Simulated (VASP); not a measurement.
**Os: elastic constants with LDA**

Os:

```xyz
2
Lattice="2.7341 0.0000 0.0000 -1.3671 2.3678 0.0000 0.0000 0.0000 4.3197" Properties=species:S:1:pos:R:3 pbc="T T T"
Os    1.3671    0.7893    3.2398
Os    0.0000    1.5785    1.0799
```

```yaml
Program: VASP 6.6.1
Task: elastic constants
Functional: LDA
Potentials_or_basis: VASP PAW LDA potentials, release 64 (Os)
Cutoff: 600 eV
k_mesh: 8 × 8 × 5
Occupations: fermi-dirac, width 0.05 eV
Spin: no spin polarisation
Dipole_correction: no
Ions_in_elastic_constants: relaxed
Further_INCAR_settings: ALGO = Normal; EDIFF = 1e-08; IBRION = 6; POTIM = 0.015; NSW = 1; ISIF = 3
```

| Item | Value |
| --- | --- |
| Voigt bulk modulus | 425 GPa |
| Highest phonon frequency at Γ | 218 cm⁻¹ |

Phonon frequencies in cm⁻¹ (negative: imaginary):
| q point | frequencies |
| --- | --- |
| (0.000, 0.000, 0.000) | 0 0 0 177 177 218 |

Elastic tensor in Voigt notation (GPa, in the Cartesian axes of the cell as first typed):
```
784 229 234   0   0   0
229 784 234   0   0   0
234 234 866   0   0   0
  0   0   0 283   0   0
  0   0   0   0 283   0
  0   0   0   0   0 278
```

Clamped-ion elastic tensor (GPa):
```
784 228 234   0   0   0
228 784 234   0   0   0
234 234 866   0   0   0
  0   0   0 283   0   0
  0   0   0   0 283   0
  0   0   0   0   0 278
```

Run time: 6.3 min on 1 thread of Intel Xeon 8259CL, with other jobs on the host, peak memory 0.21 GiB.

Caveat: the cell is under stress, which shifts elastic constants.
